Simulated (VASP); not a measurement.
Wanted: the native input for a VASP 6.6.1 run.

```yaml
Task: relaxation of cell and atoms
Functional: PBEsol
Potentials_or_basis: VASP PAW PBE potentials, release 64 (Si, C)
Cutoff: 600 eV
k_mesh: 8 × 8 × 8
Occupations: fermi-dirac, width 0.03 eV
Spin: no spin polarisation
Dipole_correction: no
Further_INCAR_settings: ALGO = Normal; EDIFF = 1e-06; IBRION = 2; EDIFFG = -0.01; NSW = 100; ISIF = 3
```

The structure of SiC lies in POSCAR:

```
SiC
1.0
    2.7425196200      0.0000000000      0.0000000000
    0.0000000000      2.7425196200      0.0000000000
    0.0000000000      0.0000000000      2.7425196200
Si C
1 1
Direct
    0.0000000000      0.0000000000      0.0000000000
    0.5000000000      0.5000000000      0.5000000000
```

The input as run:

INCAR

```
SYSTEM = SiC
ALGO     = Normal         ! electronic algorithm
EDIFF    = 1E-6           ! SCF threshold, eV
EDIFFG   = -0.01          ! ionic threshold
ENCUT    = 600            ! plane-wave cutoff, eV
GGA      = PS             ! functional
IBRION   = 2              ! ionic algorithm
ISIF     = 3              ! what is computed and relaxed
ISMEAR   = -1             ! smearing method
LASPH    = .True.         ! aspherical terms in the spheres
LCHARG   = .False.        ! write CHGCAR
LREAL    = .False.        ! projectors in reciprocal space
LWAVE    = .False.        ! write WAVECAR
NELM     = 100            ! most SCF steps
NSW      = 100            ! ionic steps
PREC     = Accurate       ! precision mode
SIGMA    = 0.03           ! smearing width, eV
```

KPOINTS

```
k-points
0
Gamma
  8 8 8
  0 0 0
```

Potentials or basis: VASP PAW PBE potentials, release 64 (Si, C).

Run with:

```sh
$ cat potpaw_PBE.64/Si/POTCAR potpaw_PBE.64/C/POTCAR > POTCAR
$ mpirun -np 1 vasp_std > vasp.out
```

Results of the run:

```json
{
 "Relaxed volume": "8.99 Å³/atom",
 "Relaxed cell": "a = 2.620 Å, b = 2.620 Å, c = 2.620 Å, α = 90.00°, β = 90.00°, γ = 90.00°",
 "Space group after relaxing (to 0.05 Å)": "Pm-3m (No. 221)",
 "Energy gained by relaxing": "84.6 meV/atom",
 "Ionic steps": "5",
 "Pressure after relaxing": "-0.1 GPa",
 "Band gap on the k mesh": "zero (band 4 reaches 12.58 eV, above the bottom of band 5 at 8.67 eV)"
}
```

Caveat: the PAW data sets were made with another functional, which shifts forces and pressure a little.

Wall time 9.1 s on 1 thread of Intel(R) Xeon(R) Platinum 8488C (Sapphire Rapids) (shared host), peak memory 0.13 GiB.
